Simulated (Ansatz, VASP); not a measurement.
BaTiO3: VASP beside Ansatz

```
CELL_PARAMETERS angstrom
3.86579 0.00000 0.00000
0.00000 3.86579 0.00000
0.00000 0.00000 4.20181
ATOMIC_POSITIONS crystal
Ba 0.00000 0.00000 0.98632
Ti 0.50000 0.50000 0.46908
O 0.50000 0.50000 0.03785
O 0.50000 0.00000 0.51738
O 0.00000 0.50000 0.51738
```

Change from the starting cell: strain -0.030 along x and y, +0.000 along z, atoms carried along.

Alike in both runs: task single point; functional PBE; k mesh 8 × 8 × 6; occupations gaussian, width 0.05 eV; no spin polarisation.

|  | VASP | Ansatz |
| --- | --- | --- |
| version | VASP 6.6.1 | Ansatz 0.2.0 |
| potentials or method | VASP PAW PBE potentials, release 64 (Ba_sv, Ti_sv, O), cutoff 520 eV | scalar-relativistic, plane waves, PAW |
| valence electrons in the cell | 40 | 40 |

VASP gave:

```
gap on the k mesh at the Fermi level (eV)                     : 1.90
least direct gap on the mesh (eV)                             : 2.52
pressure (GPa)                                                : 13.1
traceless stress, the component that is largest in VASP (GPa) : -4.77
rms of the force components (eV/Å)                            : 0.097
```

Q: Which values does Ansatz return?

A: gap on the k mesh at the Fermi level (eV): 1.95; least direct gap on the mesh (eV): 2.56; pressure (GPa): 11.2; traceless stress, the component that is largest in VASP (GPa): -4.64; rms of the force components (eV/Å): 0.080.

Atom by atom the forces differ by 0.029 eV/Å (rms over components).

Neither program's run includes spin-orbit coupling.
